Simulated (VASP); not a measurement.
Set up this calculation in VASP 6.6.1, as the native input.

| Item | Value |
| --- | --- |
| Task | single point |
| Functional | LDA |
| Potentials or basis | VASP PAW LDA potentials, release 64 (Ir) |
| Cutoff | 520 eV |
| k mesh | 22 × 22 × 22 |
| Occupations | gaussian, width 0.15 eV |
| Spin | no spin polarisation |
| Dipole correction | no |
| Further INCAR settings | ALGO = Normal; EDIFF = 1e-07; NBANDS = 10 |

The structure of Ir lies in POSCAR:

```
Ir
1.0
    0.0000000000      1.9054060557      1.9054060557
    1.9054060557      0.0000000000      1.9054060557
    1.9054060557      1.9054060557      0.0000000000
Ir
1
Direct
    0.0000000000      0.0000000000      0.0000000000
```

The input as run:

INCAR

```
SYSTEM = Ir
PREC = Accurate
ENCUT = 520
EDIFF = 1E-7
ISMEAR = 0
SIGMA = 0.15
LREAL = .False.
LASPH = .True.
NELM = 100
ALGO = Normal
ISIF = 2
LWAVE = .False.
LCHARG = .True.
GGA = CA
LELF = .True.
LVHAR = .True.
NBANDS = 10
```

KPOINTS

```
Automatic mesh
0
Gamma
  22 22 22
  0 0 0
```

Potentials or basis: VASP PAW LDA potentials, release 64 (Ir).

The run is started by

```bash
$ cat potpaw_LDA.64/Ir/POTCAR > POTCAR
$ mpirun -np 1 vasp_std > vasp.out
```

Results of the run:

| Quantity | Value |
| --- | --- |
| Pressure | 2.8 GPa |

It took 21 s on 1 thread of AMD EPYC 9R45 96-Core Processor (Zen 5) (shared host), peak memory 0.13 GiB.
